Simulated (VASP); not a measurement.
A run of VASP 6.6.1 is set up as follows.

The input INCAR:

```
SYSTEM = Zr2H3
PREC     = Accurate       ! precision mode
ENCUT    = 600            ! plane-wave cutoff, eV
EDIFF    = 1E-6           ! SCF threshold, eV
ISMEAR   = 0              ! smearing method
SIGMA    = 0.1            ! smearing width, eV
LREAL    = .FALSE.        ! projectors in reciprocal space
LASPH    = .TRUE.         ! aspherical terms in the spheres
NELM     = 60             ! most SCF steps
ALGO     = Normal         ! electronic algorithm
ISIF     = 3              ! what is computed and relaxed
LWAVE    = .FALSE.        ! write WAVECAR
LCHARG   = .FALSE.        ! write CHGCAR
GGA      = PE             ! functional
IBRION   = 2              ! ionic algorithm
NSW      = 100            ! ionic steps
EDIFFG   = -0.01          ! ionic threshold
```

The input KPOINTS:

```
Automatic mesh
0
G
  12 12 10
  0 0 0
```

Contents of POSCAR:

```
Zr2H3
1.0
    5.0517541473      0.0000000000      0.0000000000
   -2.5258770736      4.3749474252      0.0000000000
    0.0000000000      0.0000000000      3.7783153423
Zr H
2 3
Direct
    0.3333333333      0.6666666667      0.0000000000
    0.6666666667      0.3333333333      0.0000000000
    0.3333333333      0.6666666667      0.5000000000
    0.6666666667      0.3333333333      0.5000000000
    0.0000000000      0.0000000000      0.5000000000
```

Potentials or basis: VASP PAW PBE potentials, release 64 (Zr_sv, H).

The run is started by

```bash
$ cat potpaw_PBE.64/Zr_sv/POTCAR potpaw_PBE.64/H/POTCAR > POTCAR
$ mpirun -np 1 vasp_std > vasp.out
```

What does it give for the relaxed volume?

16.86 Å³/atom.

Predict the space group after relaxing (to 0.1 Å).

P6/mmm (No. 191).

Estimate the relaxed cell.

a = 5.086 Å, b = 5.086 Å, c = 3.765 Å, α = 90.00°, β = 90.00°, γ = 120.00°.

Step by step:
| step | energy change (eV) | largest force (eV/Å) | pressure (GPa) | volume (Å³) |
| --- | --- | --- | --- | --- |
| 1 | 0.0000 | 0.0000 | 0.12 | 83.51 |
| 2 | -0.0022 | 0.0000 | 0.25 | 83.66 |
| 3 | -0.0023 | 0.0000 | 0.29 | 83.70 |
| 4 | -0.0027 | 0.0000 | 0.08 | 84.12 |
| 5 | -0.0028 | 0.0000 | -0.01 | 84.32 |
